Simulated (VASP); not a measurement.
# Cu (Fm-3m) in VASP: further runs

The runs below take Cu through single point, with PBEsol.

Program: VASP 6.6.1. These are calculated values, not measurements. Logs are shortened: lines on timing, memory, paths and dates and some standing lists are left out, and cuts for length are marked.

## (1) The cell of the first run

The structure is cubic, space group Fm-3m (No. 225). Conventional cell: a = 3.564 Å, b = 3.564 Å, c = 3.564 Å, α = 90.00°, β = 90.00°, γ = 90.00°. Within 3.3 Å of Cu (site symmetry m-3m) lie 12 Cu at 2.52 Å.

## (2) Single point, PBEsol

File INCAR:

```
SYSTEM = Cu
PREC = Accurate
ENCUT = 520
EDIFF = 1E-6
ISMEAR = 0
SIGMA = 0.1
LREAL = .FALSE.
LASPH = .TRUE.
NELM = 80
ALGO = Fast
ISIF = 2
LWAVE = .FALSE.
LCHARG = .FALSE.
GGA = PS
NBANDS = 12
```

File KPOINTS:

```
regular mesh
0
G
  10 10 10
  0 0 0
```

File POSCAR:

```
Cu
1.0
    0.0000000000      1.7818426866      1.7818426866
    1.7818426866      0.0000000000      1.7818426866
    1.7818426866      1.7818426866      0.0000000000
Cu
1
Direct
    0.0000000000      0.0000000000      0.0000000000
```

Potentials or basis: VASP PAW PBE potentials, release 64 (Cu).

Run with:

```bash
cat potpaw_PBE.64/Cu/POTCAR > POTCAR
mpirun -np 1 vasp_std > vasp.out
```

OUTCAR:

```text
SYSTEM = Cu
   PREC = Accurate
   ENCUT = 520
   EDIFF = 1E-6
   ISMEAR = 0
   LREAL = .FALSE.
   LASPH = .TRUE.
   NELM = 80
   ISIF = 2
   GGA = PS

 ion  position               nearest neighbor table
   1  0.000  0.000  0.000-

  LATTYP: Found a face centered cubic cell.
 ALAT       =     3.5636853732

  Lattice vectors:

 A1 = (   0.0000000000,   1.7818426866,   1.7818426866)
 A2 = (   1.7818426866,   0.0000000000,   1.7818426866)
 A3 = (   1.7818426866,   1.7818426866,   0.0000000000)

Analysis of symmetry for initial positions (statically):
=====================================================================
 Subroutine PRICEL returns:
 Original cell was already a primitive cell.

 Routine SETGRP: Setting up the symmetry group for a
 face centered cubic supercell.

 Subroutine GETGRP returns: Found 48 space group operations
 (whereof 48 operations were pure point group operations)
 out of a pool of 48 trial point group operations.

The static configuration has the point symmetry O_h .

Analysis of symmetry for dynamics (positions and initial velocities):
=====================================================================
 Subroutine PRICEL returns:
 Original cell was already a primitive cell.

 Routine SETGRP: Setting up the symmetry group for a
 face centered cubic supercell.

 Subroutine GETGRP returns: Found 48 space group operations
 (whereof 48 operations were pure point group operations)
 out of a pool of 48 trial point group operations.

The dynamic configuration has the point symmetry O_h .

 Subroutine INISYM returns: Found 48 space group operations
 (whereof 48 operations are pure point group operations),
 and found     1 'primitive' translations

----------------------------------------------------------------------------------------

                                     Primitive cell

  volume of cell :      11.3146

  direct lattice vectors                    reciprocal lattice vectors
     0.000000000  1.781842687  1.781842687    -0.280608386  0.280608386  0.280608386
     1.781842687  0.000000000  1.781842687     0.280608386 -0.280608386  0.280608386
     1.781842687  1.781842687  0.000000000     0.280608386  0.280608386 -0.280608386

  length of vectors
     2.519906093  2.519906093  2.519906093     0.486027981  0.486027981  0.486027981

  position of ions in fractional coordinates (direct lattice)
     0.000000000  0.000000000  0.000000000

  ion indices of the primitive-cell ions
   primitive index   ion index
                 1           1

----------------------------------------------------------------------------------------

 KPOINTS: regular mesh

Automatic generation of k-mesh.
 Grid dimensions read from file:
 generate k-points for:   10   10   10

 Generating k-lattice:

  Cartesian coordinates                     Fractional coordinates (reciprocal lattice)
    -0.028060839  0.028060839  0.028060839     0.100000000  0.000000000  0.000000000
     0.028060839 -0.028060839  0.028060839     0.000000000  0.100000000  0.000000000
     0.028060839  0.028060839 -0.028060839     0.000000000  0.000000000  0.100000000

  Length of vectors
     0.048602798  0.048602798  0.048602798

  Shift w.r.t. Gamma in fractional coordinates (k-lattice)
     0.000000000  0.000000000  0.000000000

 Subroutine IBZKPT returns following result:
 ===========================================

 Found     47 irreducible k-points:

 Following reciprocal coordinates:
            Coordinates               Weight
  0.000000  0.000000  0.000000      1.000000
  0.100000  0.000000  0.000000      8.000000
  0.200000  0.000000  0.000000      8.000000
  0.300000  0.000000  0.000000      8.000000
  0.400000  0.000000  0.000000      8.000000
  0.500000  0.000000  0.000000      4.000000
[... 16 lines left out ...]
  0.300000  0.300000  0.000000      6.000000
  0.400000  0.300000  0.000000     24.000000
 [... further k-points ...]
   k-points           NKPTS =     47   k-points in BZ     NKDIM =     47   number of bands    NBANDS=     12
   number of dos      NEDOS =    301   number of ions     NIONS =      1
   total plane-waves  NPLWV =   8000
   dimension x,y,z NGX =    20 NGY =   20 NGZ =   20
   dimension x,y,z NGXF=    40 NGYF=   40 NGZF=   40
   ions per type =               1
   NGX,Y,Z   is equivalent  to a cutoff of  13.19, 13.19, 13.19 a.u.
   NGXF,Y,Z  is equivalent  to a cutoff of  26.39, 26.39, 26.39 a.u.
 SYSTEM =  Cu
   PREC   = accura    normal or accurate (medium, high low for compatibility)
   ISTART =      0    job   : 0-new  1-cont  2-samecut
   ICHARG =      2    charge: 1-file 2-atom 10-const
   ISPIN  =      1    spin polarized calculation?
   LNONCOLLINEAR =      F non collinear calculations
   LSORBIT =      F    spin-orbit coupling
   LASPH  =      T    aspherical Exc in radial PAW
   ENCUT  =  520.0 eV  38.22 Ry    6.18 a.u.   4.69  4.69  4.69*2*pi/ulx,y,z
   NELM   =     80;   NELMIN=  2; NELMDL= -5     # of ELM steps
   EDIFF  = 0.1E-05   stopping-criterion for ELM
   LREAL  =      F    real-space projection
   EDIFFG = 0.1E-04   stopping-criterion for IOM
   NSW    =      0    number of steps for IOM
   IBRION =     -1    ionic relax: 0-MD 1-quasi-New 2-CG
   NFREE  =      0    steps in history (QN), initial steepest desc. (CG)
   ISIF   =      2    stress and relaxation
   ISYM   =      2    0-nonsym 1-usesym 2-fastsym
   POTIM  = 0.5000    time-step for ionic-motion
   TEBEG  =    0.0;   TEEND  =   0.0 temperature during run
   PSTRESS=    0.0 pullay stress
   NELECT =      11.0000    total number of electrons
   NUPDOWN=      -1.0000    fix difference up-down
   EMIN   =  10.00;   EMAX   =-10.00  energy-range for DOS
   EFERMI =   0.00;   METHOD = LEGACY
   ISMEAR =     0;   SIGMA  =   0.10  broadening in eV -4-tet -1-fermi 0-gaus
   EFERMI_NEDOS =   21; number of points for ismear=-14 and -15
   IALGO  =     68    algorithm
   IMIX   =      4    mixing-type and parameters
     AMIX     =   0.40;   BMIX     =  1.00
     AMIX_MAG =   1.60;   BMIX_MAG =  1.00
  volume/ion in A,a.u.               =      11.31        76.35
  Fermi-wavevector in a.u.,A,eV,Ry     =   1.621784  3.064728 35.785821  2.630184
  Thomas-Fermi vector in A             =   2.715504
   LORBIT       =      0    0 simple, 1 ext, 2 COOP (PROOUT), +10 PAW based schemes
   GGA     = PS    functional components
   LHFCALC =     F    Hartree Fock is set to
   AEXX    =    0.0000 exact exchange contribution
   IVDW    =     0    specifies the selected vdW correction
   LEPSILON=     F    determine dielectric tensor
   LRPA    =     F    only Hartree local field effects (RPA)
 non-spin polarized calculation
 RMM-DIIS sequential band-by-band and
 Gauss-broadening in eV      SIGMA  =   0.10
  energy-cutoff  :      520.00
  volume of cell :       11.31
 maximum number of plane-waves:       322
   NGX =  9   NGY =  9   NGZ =  9

 number of electron      11.0000013 magnetization

 Free energy of the ion-electron system (eV)
  ---------------------------------------------------
  ext. energy  EPLUGINS =         0.00000000
  ---------------------------------------------------
  free energy    TOTEN  =        -4.29497179 eV

  energy without entropy =       -4.29150772  energy(sigma->0) =       -4.29323976

 E-fermi :   7.8090     XC(G=0): -13.1612

 val. band max:        7.7682389540   @ k =   0.5000   0.1000   0.0000
 cond. band min:       8.0525537285   @ k =   0.5000   0.3000   0.1000
 fundamental gap:      0.2843147746
 Fermi energy:         7.8089686211

 k-point     1 :       0.0000    0.0000    0.0000
  band No.  band energies     occupation
      1      -1.7799      2.00000
      2       4.7732      2.00000
      3       4.7732      2.00000
      4       4.7732      2.00000
      5       5.6625      2.00000
      6       5.6625      2.00000
      7      30.8669      0.00000
      8      33.8172      0.00000
      9      33.8172      0.00000
     10      33.8172      0.00000
     11      36.3336      0.00000
     12      36.3336      0.00000

 k-point     2 :       0.1000    0.0000    0.0000
  band No.  band energies     occupation
      1      -1.4062      2.00000
      2       4.6934      2.00000
      3       4.8419      2.00000
      4       4.8419      2.00000
      5       5.6377      2.00000
      6       5.6377      2.00000
      7      28.4627      0.00000
      8      31.7366      0.00000
      9      32.9067      0.00000
     10      32.9067      0.00000
     11      37.7234      0.00000
     12      38.1422      0.00000

 k-point     3 :       0.2000    0.0000    0.0000
  band No.  band energies     occupation
      1      -0.3348      2.00000
      2       4.5321      2.00000
      3       4.9452      2.00000
      4       4.9452      2.00000
      5       5.6592      2.00000
      6       5.6592      2.00000
      7      23.2537      0.00000
      8      31.1752      0.00000
      9      31.7910      0.00000
     10      31.7911      0.00000
     11      38.1842      0.00000
     12      38.2659      0.00000
[... 286 lines left out ...]
 k-point    23 :       0.3000    0.3000    0.0000
  band No.  band energies     occupation
      1       1.9505      2.00000
      2       3.7738      2.00000
      3       5.3529      2.00000
      4       5.7388      2.00000
      5       5.7388      2.00000
      6       6.0450      2.00000
      7      23.8396      0.00000
      8      24.0750      0.00000
      9      24.0750      0.00000
     10      26.7867      0.00000
     11      29.9349      0.00000
     12      47.7929      0.00000

 k-point    24 :       0.4000    0.3000    0.0000
  band No.  band energies     occupation
      1       2.6832      2.00000
      2       3.6276      2.00000
      3       5.3271      2.00000
      4       5.8045      2.00000
      5       6.2344      2.00000
      6       6.8474      2.00000
      7      20.3633      0.00000
      8      21.2544      0.00000
      9      23.2398      0.00000
     10      27.4364      0.00000
     11      31.3491      0.00000
     12      46.4855      0.00000

 [... further k-points ...]
[... 5 lines left out ...]
  --------------------------------------------------------------------------------------
  -------------------------------------------------------------------------------------
  Total        0.0418713      0.0418713      0.0418713      0.0000000     -0.0000000      0.0000000
  in kB        5.9291041      5.9291041      5.9291041      0.0000000     -0.0000000      0.0000000
  external PRESSURE =       5.9291041 kB  Pullay stress =       0.0000000 kB

 VOLUME and BASIS-vectors are now :
 -----------------------------------------------------------------------------
  energy-cutoff  :      520.00
  volume of cell :       11.31
      direct lattice vectors                 reciprocal lattice vectors
     0.000000000  1.781842687  1.781842687    -0.280608386  0.280608386  0.280608386
     1.781842687  0.000000000  1.781842687     0.280608386 -0.280608386  0.280608386
     1.781842687  1.781842687  0.000000000     0.280608386  0.280608386 -0.280608386

 POSITION                                       TOTAL-FORCE (eV/Angst)
 -----------------------------------------------------------------------------------
      0.00000      0.00000      0.00000         0.000000      0.000000      0.000000
 -----------------------------------------------------------------------------------
    total drift:                               -0.000000     -0.000000     -0.000000

  FREE ENERGIE OF THE ION-ELECTRON SYSTEM (eV)
  ---------------------------------------------------
  free  energy   TOTEN  =        -4.2949717921 eV

  energy  without entropy=       -4.2915077196  energy(sigma->0) =       -4.29323976
```

Wall time 20 s (1 thread of AMD EPYC 7R13, shared host); peak memory 0.09 GiB.

What came out:

| Property | Result |
| --- | --- |
| Free energy | -4.2950 eV |
| Pressure | 0.6 GPa |

Caveat: the PAW data sets were made with another functional, which shifts forces and pressure a little.

## (3) Single point, PBEsol

File INCAR:

```
SYSTEM = Cu
PREC     = Accurate       ! precision mode
ENCUT    = 520            ! plane-wave cutoff, eV
EDIFF    = 1E-6           ! SCF threshold, eV
ISMEAR   = 0              ! smearing method
SIGMA    = 0.1            ! smearing width, eV
LREAL    = .FALSE.        ! projectors in reciprocal space
LASPH    = .TRUE.         ! aspherical terms in the spheres
NELM     = 80             ! most SCF steps
ALGO     = Normal         ! electronic algorithm
ISIF     = 2              ! what is computed and relaxed
LWAVE    = .FALSE.        ! write WAVECAR
LCHARG   = .TRUE.         ! write CHGCAR
GGA      = PS             ! functional
LELF     = .TRUE.         ! ELF
LVHAR    = .TRUE.       
NBANDS   = 12             ! bands
```

File KPOINTS:

```
Automatic mesh
0
G
  16 16 16
  0 0 0
```

File POSCAR:

```
Cu
1.0
    0.0000000000      1.7820435896      1.7820435896
    1.7820435896      0.0000000000      1.7820435896
    1.7820435896      1.7820435896      0.0000000000
Cu
1
Direct
    0.0000000000      0.0000000000      0.0000000000
```

Potentials or basis: VASP PAW PBE potentials, release 64 (Cu).

Run with:

```bash
cat potpaw_PBE.64/Cu/POTCAR > POTCAR
mpirun -np 1 vasp_std > vasp.out
```

It took 42 s on 1 thread of AMD EPYC 7R13, shared host; peak memory 0.1 GiB.

Results (log left out):

```yaml
Free_energy: -4.3091 eV
Pressure: 0.8 GPa
```

Levels at points of the mesh, in eV from the Fermi level:
```tsv
k point	band 3	band 4	band 5	band 6	band 7	band 8	band 9	band 10
(0.00, 0.00, 0.00)	-3.12	-3.12	-2.23	-2.23	22.96	25.91	25.91	25.91
(0.50, 0.00, 0.00)	-3.15	-1.62	-1.62	-1.13	4.00	21.43	22.72	22.72
(0.50, 0.50, 0.00)	-1.64	-1.47	-1.47	1.46	7.44	13.40	13.40	18.03
```

Caveat: the PAW data sets were made with another functional, which shifts forces and pressure a little.
